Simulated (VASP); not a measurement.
Runs of VASP 6.6.1 on HgTe. The structure is that of space group F-43m (No. 216), or close to it. The cells are those of the table. 

```tsv
cell	gap on the mesh (eV)	pressure (GPa)	largest force (eV/Å)
a = 4.559, b = 4.559, c = 4.593 Å, angles 59.8, 59.8, 59.5°, 2 atoms	0.02	1.4	0.09
a = 4.559, b = 4.559, c = 4.513 Å, angles 60.3, 60.3, 60.7°, 2 atoms	0.03	(a)	0.12
a = 4.559, b = 4.559, c = 4.570 Å, angles 59.9, 59.9, 59.8°, 2 atoms	0.01	1.4	0.03
a = 4.559, b = 4.559, c = 4.536 Å, angles 60.2, 60.2, 60.3°, 2 atoms	0.01	1.4	0.06
```

Alike in all rows: task single point; level PBEsol; potentials or basis VASP PAW PBE potentials, release 64 (Hg, Te); no spin polarisation; k mesh 14 × 14 × 14; cutoff (eV) 520; smearing gaussian 0.15 eV.

Question: Fill in the values left out.

Answer: (a) 1.5.

Caveats: the smearing spreads over this small gap; the PAW data sets were made with another functional, which shifts forces and pressure a little; spin-orbit coupling is left out, which moves the levels of the heavy elements.

A k mesh can miss the band edges, and the runs leave out spin-orbit coupling on Hg, Te.
